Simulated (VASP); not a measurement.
# As in VASP: notebook

The runs below take As through single point, with PBE+D3(BJ).

Everything below comes from runs of VASP 6.6.1. Logs are shortened: lines on timing, memory, paths and dates and some standing lists are left out, and cuts for length are marked.

### Step 1. The cell of the first run

The cell holds a slab with vacuum, 2 atoms: a = 3.693 Å, b = 3.693 Å, c = 28.574 Å, α = 90.00°, β = 90.00°, γ = 120.00°.

### Step 2. Single point, PBE+D3(BJ)

File INCAR:

```
PREC = Accurate
ENCUT = 520
EDIFF = 1E-6
ISMEAR = 0
SIGMA = 0.02
LREAL = F
LASPH = T
NELM = 80
ALGO = Normal
ISIF = 2
LWAVE = F
LCHARG = T
LDIPOL = T
IDIPOL = 3
DIPOL = 0.5 0.5 0.500
GGA = PE
IVDW = 12
LELF = T
LVHAR = T
LVACPOTAV = T
NBANDS = 12
```

File KPOINTS:

```
regular mesh
0
Gamma
  9 9 1
```

File POSCAR:

```
As
1.0
    3.6930000000      0.0000000000      0.0000000000
   -1.8465000000      3.1982318162      0.0000000000
    0.0000000000      0.0000000000     28.5742413766
As
2
Direct
    0.3333333333      0.6666666667      0.4633236107
    0.6666666667      0.3333333333      0.5366763893
```

Potentials or basis: VASP PAW PBE potentials, release 64 (As).

Started as:

```bash
cat potpaw_PBE.64/As/POTCAR > POTCAR
mpirun -np 1 vasp_std > vasp.out
```

OUTCAR:

```text
PREC = Accurate
   ENCUT = 520
   EDIFF = 1E-6
   ISMEAR = 0
   LREAL = F
   LASPH = T
   NELM = 80
   ISIF = 2
   GGA = PE
   IVDW = 12
 IVDW          = 12

 ion  position               nearest neighbor table
   1  0.333  0.667  0.463-
   2  0.667  0.333  0.537-

  LATTYP: Found a hexagonal cell.
 ALAT       =     3.6930000000
 C/A-ratio  =     7.7374062758

  Lattice vectors:

 A1 = (   3.6930000000,   0.0000000000,   0.0000000000)
 A2 = (  -1.8465000000,   3.1982318162,   0.0000000000)
 A3 = (   0.0000000000,   0.0000000000,  28.5742413766)

Analysis of symmetry for initial positions (statically):
=====================================================================
 Subroutine PRICEL returns:
 Original cell was already a primitive cell.

 Routine SETGRP: Setting up the symmetry group for a
 hexagonal supercell.

 Subroutine GETGRP returns: Found 12 space group operations
 (whereof 12 operations were pure point group operations)
 out of a pool of 24 trial point group operations.

The static configuration has the point symmetry D_3d.

Analysis of symmetry for dynamics (positions and initial velocities):
=====================================================================
 Subroutine PRICEL returns:
 Original cell was already a primitive cell.

 Routine SETGRP: Setting up the symmetry group for a
 hexagonal supercell.

 Subroutine GETGRP returns: Found 12 space group operations
 (whereof 12 operations were pure point group operations)
 out of a pool of 24 trial point group operations.

The dynamic configuration has the point symmetry D_3d.

 Subroutine INISYM returns: Found 12 space group operations
 (whereof 12 operations are pure point group operations),
 and found     1 'primitive' translations

----------------------------------------------------------------------------------------

                                     Primitive cell

  volume of cell :     337.4924

  direct lattice vectors                    reciprocal lattice vectors
     3.693000000  0.000000000  0.000000000     0.270782562  0.156336385  0.000000000
    -1.846500000  3.198231816  0.000000000     0.000000000  0.312672770  0.000000000
     0.000000000  0.000000000 28.574241377     0.000000000  0.000000000  0.034996555

  length of vectors
     3.693000000  3.693000000 28.574241377     0.312672770  0.312672770  0.034996555

  position of ions in fractional coordinates (direct lattice)
     0.333333333  0.666666667  0.463323611
     0.666666667  0.333333333  0.536676389

  ion indices of the primitive-cell ions
   primitive index   ion index
                 1           1
                 2           2

----------------------------------------------------------------------------------------

 KPOINTS: regular mesh

Automatic generation of k-mesh.
 Grid dimensions read from file:
 generate k-points for:    9    9    1

 Generating k-lattice:

  Cartesian coordinates                     Fractional coordinates (reciprocal lattice)
     0.030086951  0.017370709  0.000000000     0.111111111 -0.000000000  0.000000000
     0.000000000  0.034741419  0.000000000     0.000000000  0.111111111  0.000000000
     0.000000000  0.000000000  0.034996555     0.000000000  0.000000000  1.000000000

  Length of vectors
     0.034741419  0.034741419  0.034996555

  Shift w.r.t. Gamma in fractional coordinates (k-lattice)
     0.000000000  0.000000000  0.000000000

 Subroutine IBZKPT returns following result:
 ===========================================

 Found     12 irreducible k-points:

 Following reciprocal coordinates:
            Coordinates               Weight
  0.000000  0.000000  0.000000      1.000000
  0.111111 -0.000000  0.000000      6.000000
  0.222222  0.000000  0.000000      6.000000
  0.333333  0.000000  0.000000      6.000000
  0.444444  0.000000  0.000000      6.000000
  0.111111  0.111111  0.000000      6.000000
  0.222222  0.111111  0.000000     12.000000
  0.333333  0.111111  0.000000     12.000000
  0.444444  0.111111  0.000000      6.000000
  0.222222  0.222222  0.000000      6.000000
  0.333333  0.222222  0.000000     12.000000
  0.333333  0.333333  0.000000      2.000000
   k-points           NKPTS =     12   k-points in BZ     NKDIM =     12   number of bands    NBANDS=     12
   number of dos      NEDOS =    301   number of ions     NIONS =      2
   total plane-waves  NPLWV = 169344
   dimension x,y,z NGX =    28 NGY =   28 NGZ =  216
   dimension x,y,z NGXF=    56 NGYF=   56 NGZF=  432
   ions per type =               2
   NGX,Y,Z   is equivalent  to a cutoff of  12.60, 12.60, 12.57 a.u.
   NGXF,Y,Z  is equivalent  to a cutoff of  25.21, 25.21, 25.13 a.u.
 SYSTEM =  unknown system
   PREC   = accura    normal or accurate (medium, high low for compatibility)
   ISTART =      0    job   : 0-new  1-cont  2-samecut
   ICHARG =      2    charge: 1-file 2-atom 10-const
   ISPIN  =      1    spin polarized calculation?
   LNONCOLLINEAR =      F non collinear calculations
   LSORBIT =      F    spin-orbit coupling
   LASPH  =      T    aspherical Exc in radial PAW
   ENCUT  =  520.0 eV  38.22 Ry    6.18 a.u.   6.87  6.87 53.13*2*pi/ulx,y,z
   NELM   =     80;   NELMIN=  2; NELMDL= -5     # of ELM steps
   EDIFF  = 0.1E-05   stopping-criterion for ELM
   LREAL  =      F    real-space projection
[... 7 lines left out ...]
   TEBEG  =    0.0;   TEEND  =   0.0 temperature during run
   PSTRESS=    0.0 pullay stress
   NELECT =      10.0000    total number of electrons
   NUPDOWN=      -1.0000    fix difference up-down
   EMIN   =  10.00;   EMAX   =-10.00  energy-range for DOS
   EFERMI =   0.00;   METHOD = LEGACY
   ISMEAR =     0;   SIGMA  =   0.02  broadening in eV -4-tet -1-fermi 0-gaus
   EFERMI_NEDOS =   21; number of points for ismear=-14 and -15
   IALGO  =     38    algorithm
   IMIX   =      4    mixing-type and parameters
     AMIX     =   0.40;   BMIX     =  1.00
     AMIX_MAG =   1.60;   BMIX_MAG =  1.00
  volume/ion in A,a.u.               =     168.75      1138.76
  Fermi-wavevector in a.u.,A,eV,Ry     =   0.506586  0.957309  3.491660  0.256630
  Thomas-Fermi vector in A             =   1.517682
   LORBIT       =      0    0 simple, 1 ext, 2 COOP (PROOUT), +10 PAW based schemes
   GGA     = PE    functional components
   LHFCALC =     F    Hartree Fock is set to
   AEXX    =    0.0000 exact exchange contribution
   IVDW    =    12    specifies the selected vdW correction
   LEPSILON=     F    determine dielectric tensor
   LRPA    =     F    only Hartree local field effects (RPA)
 non-spin polarized calculation
 Gauss-broadening in eV      SIGMA  =   0.02
  energy-cutoff  :      520.00
  volume of cell :      337.49
 maximum number of plane-waves:      9118
 NGX is ok and might be reduce to    28
   NGX = 13   NGY = 13   NGZ =107

 number of electron      10.0000000 magnetization

 number of electron       9.9999999 magnetization

 dipolmoment           0.000000      0.000000     -0.000000 electrons x Angstroem

 Free energy of the ion-electron system (eV)
  ---------------------------------------------------
  ext. energy  EPLUGINS =         0.00000000
  ---------------------------------------------------
  free energy    TOTEN  =        -7.34627273 eV

  energy without entropy =       -7.34618592  energy(sigma->0) =       -7.34622933

 E-fermi :  -2.9339     XC(G=0):  -1.9703

 val. band max:       -2.9685255464   @ k =   0.2222   0.0000   0.0000
 cond. band min:      -2.8958846243   @ k =   0.3333   0.2222   0.0000
 fundamental gap:      0.0726409221
 Fermi energy:        -2.9339039055

 k-point     1 :       0.0000    0.0000    0.0000
  band No.  band energies     occupation
      1     -15.1121      2.00000
      2     -12.4957      2.00000
      3      -5.4456      2.00000
      4      -2.1833      0.00000
      5      -2.1833      0.00000
      6      -1.9264      0.00000
      7      -0.7318      0.00000
      8      -0.7318      0.00000
      9       0.7918      0.00000
     10       1.0307      0.00000
     11       1.2753      0.00000
     12       1.7003      0.00000

 k-point     2 :       0.1111   -0.0000    0.0000
  band No.  band energies     occupation
      1     -14.9821      2.00000
      2     -12.4346      2.00000
      3      -5.3464      2.00000
      4      -3.3903      2.00000
      5      -2.4522      0.00000
      6      -1.5260      0.00000
      7      -1.1359      0.00000
      8      -0.7037      0.00000
      9       1.0048      0.00000
     10       1.2161      0.00000
     11       1.4627      0.00000
     12       1.8811      0.00000

 k-point     3 :       0.2222    0.0000    0.0000
  band No.  band energies     occupation
      1     -14.6072      2.00000
      2     -12.2971      2.00000
      3      -5.1381      2.00000
      4      -4.8760      2.00000
      5      -2.9685      1.98564
      6      -2.5397      0.00000
      7      -0.9478      0.00000
      8      -0.7768      0.00000
      9       1.5298      0.00000
     10       1.5872      0.00000
     11       2.0037      0.00000
     12       2.3381      0.00000
[... 106 lines left out ...]
 k-point    11 :       0.3333    0.2222    0.0000
  band No.  band energies     occupation
      1     -13.1941      2.00000
      2     -12.4409      2.00000
      3      -6.2406      2.00000
      4      -5.6268      2.00000
      5      -5.1124      2.00000
      6      -2.8959      0.00718
      7      -1.9466      0.00000
      8      -1.2190      0.00000
      9       3.3907      0.00000
     10       3.7504      0.00000
     11       4.5293      0.00000
     12       4.6895      0.00000

 k-point    12 :       0.3333    0.3333    0.0000
  band No.  band energies     occupation
      1     -12.7534      2.00000
      2     -12.7534      2.00000
      3      -6.1186      2.00000
      4      -5.5877      2.00000
      5      -5.5877      2.00000
      6      -3.2742      2.00000
      7      -1.5529      0.00000
      8      -1.5529      0.00000
      9       3.5408      0.00000
     10       4.6682      0.00000
     11       4.6682      0.00000
     12       5.1058      0.00000

------------------------ aborting loop because EDIFF is reached ----------------------------------------

 Edisp (eV)   -0.39840

 E8    (eV) :    -0.1811

  FORCE on cell =-STRESS in cart. coord.  units (eV):
  Direction    XX          YY          ZZ          XY          YZ          ZX
  --------------------------------------------------------------------------------------
  -------------------------------------------------------------------------------------
  Total      -3.11697    -3.11697    -7.73247     0.00000     0.00000    -0.00000
  in kB     -14.79721   -14.79721   -36.70833     0.00000     0.00000    -0.00000
  external pressure =      -22.10 kB  Pullay stress =        0.00 kB

 VOLUME and BASIS-vectors are now :
 -----------------------------------------------------------------------------
  energy-cutoff  :      520.00
  volume of cell :      337.49
      direct lattice vectors                 reciprocal lattice vectors
     3.693000000  0.000000000  0.000000000     0.270782562  0.156336385  0.000000000
    -1.846500000  3.198231816  0.000000000     0.000000000  0.312672770  0.000000000
     0.000000000  0.000000000 28.574241377     0.000000000  0.000000000  0.034996555

 POSITION                                       TOTAL-FORCE (eV/Angst)
 -----------------------------------------------------------------------------------
     -0.00000      2.13215     13.23912         0.000000     -0.000000      3.688645
      1.84650      1.06608     15.33512        -0.000000      0.000000     -3.688645
 -----------------------------------------------------------------------------------
    total drift:                               -0.000000     -0.000000      0.000000

  FREE ENERGIE OF THE ION-ELECTRON SYSTEM (eV)
  ---------------------------------------------------
  free  energy   TOTEN  =        -7.7446758246 eV

  energy  without entropy=       -7.7445890145  energy(sigma->0) =       -7.74463242

 vacuum level on the upper side and lower side of the slab         1.183         1.183
```

Run time: 81 s. Hardware: 1 thread of Intel Xeon Platinum 8259CL at 2.50GHz (Skylake/Cascade Lake), shared host; peak memory 0.4 GiB.

What came out:

```yaml
Free_energy: -7.7447 eV
Largest_force: 3.689 eV/Å
Band_gap_on_the_k_mesh: zero (bands 5 and 6 overlap by 1.09 eV)
Dispersion_energy_per_atom: -0.199 eV
```

Forces in eV/Å, atoms in the order of the input:
```
As   0.000  0.000  3.689
As   0.000  0.000 -3.689
```

Levels at points of the mesh, in eV from the Fermi level:
| k point | band 1 | band 2 | band 3 | band 4 | band 5 | band 6 | band 7 | band 8 | band 9 | band 10 |
| --- | --- | --- | --- | --- | --- | --- | --- | --- | --- | --- |
| (0.00, 0.00, 0.00) | -12.18 | -9.56 | -2.51 | 0.75 | 0.75 | 1.01 | 2.20 | 2.20 | 3.73 | 3.96 |

[end of part 1 of 3]

The gap in the log of VASP goes by the Fermi energy; the results here count the filled bands.